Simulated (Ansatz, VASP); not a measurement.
**BaS in VASP and in Ansatz**

The input INCAR:

```
PREC = Accurate ; ENCUT = 520
EDIFF = 1E-8 ; ISMEAR = -1
SIGMA = 0.01 ; LREAL = False
LASPH = True ; NELM = 60
ALGO = Normal ; ISIF = 2
LWAVE = False ; LCHARG = False
GGA = CA ; LEFG = True
NBANDS = 15
```

The input KPOINTS:

```
Automatic mesh
0
Gamma
  7 7 7
```

POSCAR

```
BaS
1.0
    0.0000000000      3.2357778460      3.2357778460
    3.2357778460      0.0000000000      3.2357778460
    3.2357778460      3.2357778460      0.0000000000
Ba S
1 1
Direct
    0.0000000000      0.0000000000      0.0000000000
    0.5000000000      0.5000000000      0.5000000000
```

Input for Ansatz:

```yaml
crystal:
  lattice:
    - [0.0, 3.235777846, 3.235777846]
    - [3.235777846, 0.0, 3.235777846]
    - [3.235777846, 3.235777846, 0.0]
  atoms:
    - { symbol: Ba, position: [0.0, 0.0, 0.0] }
    - { symbol: S, position: [0.5, 0.5, 0.5] }
kpoints:
  mp_grid: { grid: [7, 7, 7] }
scf:
  occupations: { method: fermi_dirac, width: 0.01 }
hamiltonian:
  xc: lda
  pseudopotentials: { kind: all_electron, datasets: crystal }
output:
  forces: true
  stress: true
  eigenvalues: true
  efg: { contact_densities: true }
```

Change from the starting cell: volume scaled by 1.04, crystal datasets.

Alike in both runs: task electric field gradients; functional LDA; k mesh 7 × 7 × 7; occupations fermi-dirac, width 0.01 eV; no spin polarisation.

|  | VASP | Ansatz |
| --- | --- | --- |
| version | VASP 6.6.1 | Ansatz 0.2.0 |
| potentials or method | VASP PAW LDA potentials, release 64 (Ba_sv, S), cutoff 520 eV | all-electron PAW with datasets made for the crystal, scalar-relativistic |

Ansatz gave:

* gap on the k mesh at the Fermi level (eV): 2.12
* pressure (GPa): -3.9

Task: What did VASP give for the same quantities?

Result: gap on the k mesh at the Fermi level (eV): 2.03; pressure (GPa): -3.3.

LDA's correlation is that of Perdew and Zunger in VASP and of Perdew and Wang (1992) in Ansatz. Ansatz ran all-electron here, and VASP with PAW potentials.

Spin-orbit coupling is off throughout.
